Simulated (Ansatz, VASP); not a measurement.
**CdTe: VASP beside Ansatz**

```
CELL_PARAMETERS angstrom
0.00000 3.30917 3.30917
3.30917 0.00000 3.30917
3.30917 3.30917 0.00000
ATOMIC_POSITIONS crystal
Cd 0.00000 0.00000 0.00000
Te 0.75000 0.75000 0.75000
```

Alike in both runs: task single point; functional r2SCAN; k mesh 10 × 10 × 10; occupations gaussian, width 0.02 eV; no spin polarisation.

```csv
,VASP,Ansatz
version,VASP 6.6.1,Ansatz 0.2.0
potentials or method,"VASP PAW PBE potentials, release 64 (Cd, Te), cutoff 520 eV","scalar-relativistic, plane waves, PAW"
valence electrons in the cell,18,36
```

|  | VASP | Ansatz | Ansatz less VASP |
| --- | --- | --- | --- |
| gap on the k mesh at the Fermi level (eV) | 1.07 | 1.08 | +0.009 |
| least direct gap on the mesh (eV) | 1.07 | 1.08 | +0.009 |
| pressure (GPa) | -1.0 | -1.0 | -0.09 |

VASP's potentials were made for PBE, not for r2SCAN. The functional is the same, so the differences come from potentials, cutoffs and numerics. VASP's potentials hold 18 valence electrons a cell and Ansatz's 36, so a difference there can come from the potentials and not from the codes.

Spin-orbit coupling is off throughout.
